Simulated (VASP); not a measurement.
# In (Fd-3m) in VASP: a series of runs

Runs on In. Level: LDA. Tasks: single point.

Everything below comes from runs of VASP 6.6.1. Logs are shortened: lines on timing, memory, paths and dates and some standing lists are left out, and cuts for length are marked.

### Step 1. The cell of the first run

The structure is cubic, space group Fd-3m (No. 227). Conventional cell: a = 5.129 Å, b = 5.129 Å, c = 5.129 Å, α = 90.00°, β = 90.00°, γ = 90.00°. Within 2.9 Å of In (site symmetry -43m) lie 4 In at 2.22 Å.

This isn't the form of In at room conditions, which is tetragonal.

### Step 2. Single point, LDA (16.87 Å³/atom)

Contents of INCAR:

```
SYSTEM = In
PREC = Accurate ; ENCUT = 520
EDIFF = 1E-6 ; ISMEAR = -1
SIGMA = 0.05 ; LREAL = .False.
LASPH = .True. ; NELM = 80
ALGO = Normal ; ISIF = 2
LWAVE = .False. ; LCHARG = .True.
LELF = .True. ; LVHAR = .True.
NBANDS = 20
```

Contents of KPOINTS:

```
Automatic mesh
0
Gamma
  12 12 12
  0 0 0
```

Contents of POSCAR:

```
In
1.0
    0.0000000000      2.5646997302      2.5646997302
    2.5646997302      0.0000000000      2.5646997302
    2.5646997302      2.5646997302      0.0000000000
In
2
Direct
   -0.1250000000     -0.1250000000     -0.1250000000
    0.1250000000      0.1250000000      0.1250000000
```

Potentials or basis: VASP PAW LDA potentials, release 64 (In_d).

The run is started by

```bash
$ cat potpaw_LDA.64/In_d/POTCAR > POTCAR
$ mpirun -np 1 vasp_std > vasp.out
```

OUTCAR:

```text
SYSTEM = In
   PREC = Accurate
   ENCUT = 520
   EDIFF = 1E-6
   ISMEAR = -1
   LREAL = .False.
   LASPH = .True.
   NELM = 80
   ISIF = 2

 ion  position               nearest neighbor table
   1  0.875  0.875  0.875-   2 2.22   2 2.22   2 2.22   2 2.22
   2  0.125  0.125  0.125-   1 2.22   1 2.22   1 2.22   1 2.22

  LATTYP: Found a face centered cubic cell.
 ALAT       =     5.1293994604

  Lattice vectors:

 A1 = (   0.0000000000,   2.5646997302,   2.5646997302)
 A2 = (   2.5646997302,   0.0000000000,   2.5646997302)
 A3 = (   2.5646997302,   2.5646997302,   0.0000000000)

Analysis of symmetry for initial positions (statically):
=====================================================================
 Subroutine PRICEL returns:
 Original cell was already a primitive cell.

 Routine SETGRP: Setting up the symmetry group for a
 face centered cubic supercell.

 Subroutine GETGRP returns: Found 48 space group operations
 (whereof 12 operations were pure point group operations)
 out of a pool of 48 trial point group operations.

The static configuration has the point symmetry D_3d.
 The point group associated with its full space group is O_h .

Analysis of symmetry for dynamics (positions and initial velocities):
=====================================================================
 Subroutine PRICEL returns:
 Original cell was already a primitive cell.

 Routine SETGRP: Setting up the symmetry group for a
 face centered cubic supercell.

 Subroutine GETGRP returns: Found 48 space group operations
 (whereof 12 operations were pure point group operations)
 out of a pool of 48 trial point group operations.

The dynamic configuration has the point symmetry D_3d.
 The point group associated with its full space group is O_h .

 Subroutine INISYM returns: Found 48 space group operations
 (whereof 12 operations are pure point group operations),
 and found     1 'primitive' translations

----------------------------------------------------------------------------------------

                                     Primitive cell

  volume of cell :      33.7396

  direct lattice vectors                    reciprocal lattice vectors
[... 73 lines left out ...]
   dimension x,y,z NGXF=    56 NGYF=   56 NGZF=   56
   ions per type =               2
   NGX,Y,Z   is equivalent  to a cutoff of  12.83, 12.83, 12.83 a.u.
   NGXF,Y,Z  is equivalent  to a cutoff of  25.67, 25.67, 25.67 a.u.
 SYSTEM =  In
   PREC   = accura    normal or accurate (medium, high low for compatibility)
   ISTART =      0    job   : 0-new  1-cont  2-samecut
   ICHARG =      2    charge: 1-file 2-atom 10-const
   ISPIN  =      1    spin polarized calculation?
   LNONCOLLINEAR =      F non collinear calculations
   LSORBIT =      F    spin-orbit coupling
   LASPH  =      T    aspherical Exc in radial PAW
   ENCUT  =  520.0 eV  38.22 Ry    6.18 a.u.   6.74  6.74  6.74*2*pi/ulx,y,z
   NELM   =     80;   NELMIN=  2; NELMDL= -5     # of ELM steps
   EDIFF  = 0.1E-05   stopping-criterion for ELM
   LREAL  =      F    real-space projection
   EDIFFG = 0.1E-04   stopping-criterion for IOM
   NSW    =      0    number of steps for IOM
   IBRION =     -1    ionic relax: 0-MD 1-quasi-New 2-CG
   NFREE  =      0    steps in history (QN), initial steepest desc. (CG)
   ISIF   =      2    stress and relaxation
   ISYM   =      2    0-nonsym 1-usesym 2-fastsym
   POTIM  = 0.5000    time-step for ionic-motion
   TEBEG  =    0.0;   TEEND  =   0.0 temperature during run
   PSTRESS=    0.0 pullay stress
   NELECT =      26.0000    total number of electrons
   NUPDOWN=      -1.0000    fix difference up-down
   EMIN   =  10.00;   EMAX   =-10.00  energy-range for DOS
   EFERMI =   0.00;   METHOD = LEGACY
   ISMEAR =    -1;   SIGMA  =   0.05  broadening in eV -4-tet -1-fermi 0-gaus
   EFERMI_NEDOS =   21; number of points for ismear=-14 and -15
   IALGO  =     38    algorithm
   IMIX   =      4    mixing-type and parameters
     AMIX     =   0.40;   BMIX     =  1.00
     AMIX_MAG =   1.60;   BMIX_MAG =  1.00
  volume/ion in A,a.u.               =      16.87       113.84
  Fermi-wavevector in a.u.,A,eV,Ry     =   1.500903  2.836296 30.649996  2.252711
  Thomas-Fermi vector in A             =   2.612343
   LORBIT       =      0    0 simple, 1 ext, 2 COOP (PROOUT), +10 PAW based schemes
   GGA     = CA    functional components
   LHFCALC =     F    Hartree Fock is set to
   AEXX    =    0.0000 exact exchange contribution
   IVDW    =     0    specifies the selected vdW correction
   LEPSILON=     F    determine dielectric tensor
   LRPA    =     F    only Hartree local field effects (RPA)
 non-spin polarized calculation
  energy-cutoff  :      520.00
  volume of cell :       33.74
 maximum number of plane-waves:       934
   NGX = 13   NGY = 13   NGZ = 13

 number of electron      26.0000010 magnetization

 Free energy of the ion-electron system (eV)
  ---------------------------------------------------
  ext. energy  EPLUGINS =         0.00000000
  ---------------------------------------------------
  free energy    TOTEN  =         1.19871445 eV

  energy without entropy =        1.20723755  energy(sigma->0) =        1.20297600

 E-fermi :  13.2984     XC(G=0): -12.5231

 val. band max:       13.2777720816   @ k =  -0.4167   0.2500   0.0833
 cond. band min:      13.3263047439   @ k =   0.3333   0.2500   0.0000
 fundamental gap:      0.0485326623
 Fermi energy:        13.2983649937

 k-point     1 :       0.0000    0.0000    0.0000
  band No.  band energies     occupation
      1      -4.3125      2.00000
      2      -4.3125      2.00000
      3      -4.3125      2.00000
      4      -4.2106      2.00000
      5      -4.2106      2.00000
      6      -2.0684      2.00000
[... 541 lines left out ...]
     19      26.0835      0.00000
     20      26.5267      0.00000

 [... further k-points ...]
[... 5 lines left out ...]
  --------------------------------------------------------------------------------------
  -------------------------------------------------------------------------------------
  Total       26.9260534     26.9260534     26.9260534     -0.0000000     -0.0000000      0.0000000
  in kB     1278.6265303   1278.6265303   1278.6265303     -0.0000000     -0.0000000      0.0000000
  external PRESSURE =    1278.6265303 kB  Pullay stress =       0.0000000 kB

 VOLUME and BASIS-vectors are now :
 -----------------------------------------------------------------------------
  energy-cutoff  :      520.00
  volume of cell :       33.74
      direct lattice vectors                 reciprocal lattice vectors
     0.000000000  2.564699730  2.564699730    -0.194954596  0.194954596  0.194954596
     2.564699730  0.000000000  2.564699730     0.194954596 -0.194954596  0.194954596
     2.564699730  2.564699730  0.000000000     0.194954596  0.194954596 -0.194954596

 POSITION                                       TOTAL-FORCE (eV/Angst)
 -----------------------------------------------------------------------------------
      4.48822      4.48822      4.48822        -0.000000      0.000000     -0.000000
      0.64117      0.64117      0.64117         0.000000     -0.000000      0.000000
 -----------------------------------------------------------------------------------
    total drift:                                0.000000     -0.000000     -0.000000

  FREE ENERGIE OF THE ION-ELECTRON SYSTEM (eV)
  ---------------------------------------------------
  free  energy   TOTEN  =         1.1987144522 eV

  energy  without entropy=        1.2072375461  energy(sigma->0) =        1.20297600
```

OSZICAR:

```text
N       E                     dE             d eps       ncg     rms          rms(c)
DAV:   1     0.221136990499E+03    0.22114E+03   -0.13074E+04  2988   0.214E+03
DAV:   2     0.182579499706E+02   -0.20288E+03   -0.19840E+03  2892   0.407E+02
DAV:   3     0.117385013728E+01   -0.17084E+02   -0.17006E+02  3260   0.133E+02
DAV:   4     0.692857981586E+00   -0.48099E+00   -0.48071E+00  3424   0.227E+01
DAV:   5     0.668939487077E+00   -0.23918E-01   -0.23917E-01  4332   0.443E+00    0.134E+01
DAV:   6     0.102639988549E+01    0.35746E+00   -0.16658E-01  4436   0.909E+00    0.591E+00
DAV:   7     0.118458090336E+01    0.15818E+00   -0.71429E-02  4772   0.504E+00    0.944E-01
DAV:   8     0.119849953289E+01    0.13919E-01   -0.12203E-02  3824   0.137E+00    0.105E-01
DAV:   9     0.119871806410E+01    0.21853E-03   -0.10937E-03  4620   0.551E-01    0.189E-01
DAV:  10     0.119871050358E+01   -0.75605E-05   -0.56105E-05  3520   0.719E-02    0.141E-02
DAV:  11     0.119871431086E+01    0.38073E-05   -0.26146E-06  3188   0.160E-02    0.585E-03
DAV:  12     0.119871445218E+01    0.14132E-06   -0.10294E-06  2068   0.191E-02
   1 F= 0.11987145E+01 E0= 0.12029760E+01  d E =-.852309E-02
```

Wall time 71 s (1 thread of Intel Xeon 8259CL, shared host); peak memory 0.17 GiB.

Results:

```
Free energy            : 1.1987 eV
Pressure               : 127.9 GPa
Band gap on the k mesh : zero (bands 13 and 14 overlap by 9.19 eV)
```

Levels at points of the mesh, in eV from the Fermi level:
| k point | band 11 | band 12 | band 13 | band 14 | band 15 | band 16 |
| --- | --- | --- | --- | --- | --- | --- |
| (0.00, 0.00, 0.00) | -13.47 | 5.80 | 5.80 | 5.80 | 6.50 | 6.50 |
| (0.50, 0.00, 0.00) | -8.58 | -7.41 | 2.23 | 2.23 | 6.62 | 7.43 |
| (0.50, 0.50, 0.00) | -6.60 | -6.60 | -1.66 | -1.66 | 3.72 | 3.72 |

Caveat: the cell stands under pressure; spin-orbit coupling is left out, which moves the levels of the heavy elements.

(Part 1 of 2 ends here.)
